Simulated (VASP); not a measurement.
A run of VASP 6.6.1:

INCAR

```
SYSTEM = Lu5N
PREC = Accurate ; ENCUT = 600
EDIFF = 1E-7 ; ISMEAR = 0
SIGMA = 0.1 ; LREAL = .FALSE.
LASPH = .TRUE. ; NELM = 100
ALGO = Normal ; ISIF = 3
LWAVE = .FALSE. ; LCHARG = .FALSE.
GGA = PE ; IBRION = 2
NSW = 90 ; EDIFFG = -0.04
```

The input KPOINTS:

```
regular mesh
0
G
  6 6 4
  0 0 0
```

Contents of POSCAR:

```
Lu5N
1.0
    5.7569919300      0.0000000000      0.0000000000
   -2.8784959600      4.9857012600      0.0000000000
    0.0000000000      0.0000000000      4.6711587100
Lu N
5 1
Direct
    0.0000000000      0.5000000000      0.5000000000
    0.3333333300      0.6666666700      0.0000000000
    0.6666666700      0.3333333300      0.0000000000
    0.5000000000      0.0000000000      0.5000000000
    0.5000000000      0.5000000000      0.5000000000
    0.0000000000      0.0000000000      0.0000000000
```

Potentials or basis: VASP PAW PBE potentials, release 64 (Lu, N).

Command:

```console
$ cat potpaw_PBE.64/Lu/POTCAR potpaw_PBE.64/N/POTCAR > POTCAR
$ mpirun -np 1 vasp_std > vasp.out
```

Hardware: 1 thread of Intel Xeon 8259CL, with other jobs on the host.

Question: Estimate the wall time of this run.

Answer: It took 73 min on 1 thread of Intel Xeon 8259CL, on a shared host, peak memory 0.45 GiB. Counts: scf iterations 120, k points 21, ion steps 7.
